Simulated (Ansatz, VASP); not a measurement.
**HfC in VASP and in Ansatz**

```
CELL_PARAMETERS angstrom
0.00000 2.30940 2.30940
2.30940 0.00000 2.30940
2.30940 2.30940 0.00000
ATOMIC_POSITIONS crystal
Hf 0.50000 0.50000 0.50000
C 0.00000 0.00000 0.00000
```

Change from the starting cell: volume scaled by 0.98.

Alike in both runs: task single point; functional PBE; k mesh 15 × 15 × 15; occupations fermi-dirac, width 0.05 eV; no spin polarisation.

|  | VASP | Ansatz |
| --- | --- | --- |
| version | VASP 6.6.1 | Ansatz 0.2.0 |
| potentials or method | VASP PAW PBE potentials, release 64 (Hf_pv, C), cutoff 520 eV | all-electron LAPW, scalar-relativistic |

Ansatz gave:

* pressure (GPa): 5.2

Q: What did VASP give for the same quantities?

A: Pressure (GPa): 4.6.

Ansatz ran all-electron here, and VASP with PAW potentials.

Neither program's run includes spin-orbit coupling.
